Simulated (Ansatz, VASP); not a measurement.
**Two plane-wave programs on Mo**

```
CELL_PARAMETERS angstrom
2.73541 0.00000 0.00000
-1.36771 2.36894 0.00000
0.00000 0.00000 4.93123
ATOMIC_POSITIONS crystal
Mo 0.33333 0.66667 0.25000
Mo 0.66667 0.33333 0.75000
```

Alike in both runs: functional r2SCAN; k mesh 18 × 18 × 8; occupations gaussian, width 0.1 eV; no spin polarisation.

Ansatz relaxed the structure, and its values are those at the end. VASP's run is a single point on that final structure, the one shown.

```csv
,VASP,Ansatz
version,VASP 6.6.1,Ansatz 0.2.0
potentials or method,"VASP PAW PBE potentials, release 64 (Mo_sv), cutoff 520 eV","scalar-relativistic, plane waves, PAW"
valence electrons in the cell,28,28
```

|  | VASP | Ansatz | Ansatz less VASP |
| --- | --- | --- | --- |
| gap on the k mesh at the Fermi level (eV) | none | none | - |
| pressure (GPa) | 1.0 | 0.0 | -1.01 |

VASP's potentials were made for PBE, not for r2SCAN. A gap of «none» marks a metal or a gap that the smearing closes.
